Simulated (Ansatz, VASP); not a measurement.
Two plane-wave programs on KTaO3

INCAR

```
AGGAC = 1.0 ; AGGAX = 1.0
ALDAC = 0.0 ; ALDAX = 1.0
ALGO = Normal ; EDIFF = 1E-6
ENCUT = 520 ; GGA = B5
ISIF = 2 ; ISMEAR = -1
LASPH = True ; LCHARG = False
LREAL = False ; LWAVE = False
NBANDS = 27 ; NELM = 100
PREC = Accurate ; SIGMA = 0.05
```

The input KPOINTS:

```
k-points
0
Gamma
  7 7 7
```

POSCAR

```
KTaO3
1.0
    3.9883000000      0.0000000000      0.0000000000
    0.0000000000      3.9883000000      0.0000000000
    0.0000000000      0.0000000000      3.9883000000
Ta K O
1 1 3
Direct
    0.0000000000      0.0000000000      0.0000000000
    0.5000000000      0.5000000000      0.5000000000
    0.0000000000      0.0000000000      0.5000000000
    0.0000000000      0.5000000000      0.0000000000
    0.5000000000      0.0000000000      0.0000000000
```

File input.yaml:

```yaml
crystal:
  lattice:
    - [3.9883, 0.0, 0.0]
    - [0.0, 3.9883, 0.0]
    - [0.0, 0.0, 3.9883]
  atoms:
    - { symbol: Ta, position: [0.0, 0.0, 0.0] }
    - { symbol: K, position: [0.5, 0.5, 0.5] }
    - { symbol: O, position: [0.0, 0.0, 0.5] }
    - { symbol: O, position: [0.0, 0.5, 0.0] }
    - { symbol: O, position: [0.5, 0.0, 0.0] }
hamiltonian:
  xc: blyp
  pseudopotentials: { kind: paw }
kpoints:
  mp_grid: { grid: [7, 7, 7] }
  band_path:
    path:
      - [[0.0, 0.0, 0.0], [0.0, 0.5, 0.0], [0.5, 0.5, 0.0], [0.0, 0.0, 0.0], [0.5, 0.5, 0.5], [0.0, 0.5, 0.0]]
      - [[0.5, 0.5, 0.0], [0.5, 0.5, 0.5]]
    npoints: 14
scf:
  occupations: { method: fermi_dirac, width: 0.05 }
  n_extra_bands: 12
output:
  forces: true
  stress: true
  eigenvalues: true
  fatbands: false
```

Alike in both runs: functional BLYP; k mesh 7 × 7 × 7; occupations fermi-dirac, width 0.05 eV; no spin polarisation.

|  | VASP | Ansatz |
| --- | --- | --- |
| version | VASP 6.6.1 | Ansatz 0.2.0 |
| potentials or method | VASP PAW PBE potentials, release 64 (Ta_pv, K_sv, O) | Ansatz PAW |
| plane-wave cutoff (eV) | 520 | 420 |
| valence electrons in the cell | 38 | 40 |
| task | single point | band structure |

```csv
,VASP,Ansatz,Ansatz less VASP
gap on the k mesh at the Fermi level (eV),2.28,2.32,+0.042
least direct gap on the mesh (eV),2.84,2.87,+0.036
pressure (GPa),11.6,10.2,-1.41
```

VASP's potentials were made for PBE, not for BLYP. VASP's potentials hold 38 valence electrons a cell and Ansatz's 40, so a difference there can come from the potentials and not from the codes.

Neither program's run includes spin-orbit coupling. Noted on Ansatz's run: the k mesh misses the band edges, so the gap on the mesh is wider than the one along the path.
